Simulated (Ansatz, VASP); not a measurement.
**GeOs2: VASP beside Ansatz**

```
Ge Os
1.0
     4.33964    0.00000    0.00000
    -2.16982    3.75824    0.00000
     0.00000    0.00000    2.85592
Ge Os
1 2
Cartesian
  0.0000 0.0000 0.0000
  0.0000 2.5055 1.4280
  2.1698 1.2527 1.4280
```

Alike in both runs: functional PBE; k mesh 12 × 12 × 16; occupations gaussian, width 0.1 eV; no spin polarisation.

Ansatz relaxed the structure, and its values are those at the end. VASP's run is a single point on that final structure, the one shown.

```csv
,VASP,Ansatz
version,VASP 6.6.1,Ansatz 0.2.0
potentials or method,"VASP PAW PBE potentials, release 64 (Ge_d, Os), cutoff 520 eV","scalar-relativistic, plane waves, PAW"
valence electrons in the cell,30,46
```

Ansatz gave:

```
gap on the k mesh at the Fermi level (eV) : none
pressure (GPa)                            : 0.0
```

Estimate VASP's values.

gap on the k mesh at the Fermi level (eV): none; pressure (GPa): 0.2.

A gap of «none» marks a metal or a gap that the smearing closes. VASP's potentials hold 30 valence electrons a cell and Ansatz's 46, so a difference there can come from the potentials and not from the codes.

Spin-orbit coupling is off throughout.
